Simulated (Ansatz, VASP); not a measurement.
Cu in VASP and in Ansatz

```
CELL_PARAMETERS angstrom
0.03615 1.82557 1.82557
1.82557 0.03615 1.82557
1.82557 1.82557 0.03615
ATOMIC_POSITIONS crystal
Cu 0.00000 0.00000 0.00000
```

Change from the starting cell: equal xy, yz and zx shear strains of +2 %.

Alike in both runs: task single point; functional PBEsol; k mesh 17 × 17 × 17; occupations fermi-dirac, width 0.03 eV; no spin polarisation.

|  | VASP | Ansatz |
| --- | --- | --- |
| version | VASP 6.6.1 | Ansatz 0.2.0 |
| potentials or method | VASP PAW PBE potentials, release 64 (Cu), cutoff 520 eV | all-electron LAPW, scalar-relativistic |

|  | VASP | Ansatz | Ansatz less VASP |
| --- | --- | --- | --- |
| pressure (GPa) | -5.7 | -6.4 | -0.67 |
| traceless stress, the component that is largest in VASP (GPa) | -1.52 | -1.57 | -0.055 |

VASP's potentials were made for PBE, not for PBEsol. Ansatz ran all-electron here, and VASP with PAW potentials.
